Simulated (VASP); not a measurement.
SiC:

```
CELL_PARAMETERS angstrom
0.00000 2.17843 2.17843
2.17843 0.00000 2.17843
2.17843 2.17843 0.00000
ATOMIC_POSITIONS crystal
Si 0.00000 0.00000 0.00000
C 0.25000 0.25000 0.25000
```

Base run:

| Property | Result |
| --- | --- |
| Program | VASP 6.6.1 |
| Functional | PBEsol |
| Potentials or basis | VASP PAW PBE potentials, release 64 (Si, C) |
| Cutoff | 520 eV |
| k mesh | 9 × 9 × 9 |
| Occupations | fermi-dirac, width 0.05 eV |
| Spin | no spin polarisation |

Its results: band gap on the k mesh 1.38 eV, indirect (least direct gap 4.52 eV); pressure 0.4 GPa.

Question: The run is repeated on the same cell with these changes: functional from PBEsol to r2SCAN. What comes out?

Answer: Band gap on the k mesh 1.88 eV, indirect (least direct gap 5.14 eV); pressure -0.3 GPa.

r2SCAN gives the wider gap, since meta-GGAs in the generalised Kohn-Sham scheme recover part of the derivative discontinuity.

Caveats: the PAW data sets were made with another functional, which shifts forces and pressure a little.

A k mesh can miss the band edges.
